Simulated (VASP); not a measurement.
The system is HfSc2O3.

```
Hf Sc O
1.0
     3.08448    0.00000    0.00000
    -1.54224    2.67124    0.00000
     0.00000    0.00000    8.35835
Hf Sc O
1 2 3
Direct
  0.00000 0.00000 0.00000
  0.33333 0.66667 0.65512
  0.66667 0.33333 0.34488
  0.33333 0.66667 0.18764
  0.66667 0.33333 0.81236
  0.00000 0.00000 0.50000
```

The cell was generated, and may not be a known phase.

```yaml
Program: VASP 6.6.1
Task: relaxation of cell and atoms
Functional: PBE
Potentials_or_basis: VASP PAW PBE potentials, release 64 (Hf_pv, Sc_sv, O)
Cutoff: 600 eV
k_mesh: 12 × 12 × 6
Occupations: gaussian, width 0.1 eV
Spin: no spin polarisation
```

At the start: pressure -0.4 GPa; volume 11.48 Å³/atom.

Problem. How do energy, volume and symmetry change on relaxing?

Solution. Over 10 steps the energy falls by 2.2 meV/atom and the volume is 11.42 Å³/atom (-0.5 %); space group P-3m1 (No. 164, to 0.1 Å) before and after.

The path:
| step | energy change (eV) | largest force (eV/Å) | pressure (GPa) | volume (Å³) |
| --- | --- | --- | --- | --- |
| 1 | 0.0000 | 0.2008 | -0.43 | 68.87 |
| 2 | -0.0060 | 0.1244 | 0.27 | 68.56 |
| 3 | -0.0089 | 0.1183 | 1.41 | 68.09 |
| 4 | -0.0119 | 0.0855 | 0.72 | 68.32 |
| 5 | -0.0129 | 0.0530 | 0.01 | 68.56 |
| 6 | -0.0129 | 0.0543 | 0.03 | 68.55 |
| 7 | -0.0131 | 0.0412 | 0.00 | 68.55 |
| 8 | -0.0133 | 0.0272 | -0.10 | 68.57 |
| 9 | -0.0133 | 0.0129 | -0.07 | 68.56 |
| 10 | -0.0134 | 0.0095 | 0.01 | 68.53 |

Final structure:
```
Hf Sc O
1.0
     3.09957    0.00000    0.00000
    -1.54978    2.68431    0.00000
     0.00000    0.00000    8.23684
Hf Sc O
1 2 3
Direct
  0.00000 0.00000 0.00000
  0.33333 0.66667 0.65901
  0.66667 0.33333 0.34099
  0.33333 0.66667 0.18441
  0.66667 0.33333 0.81559
  0.00000 0.00000 0.50000
```
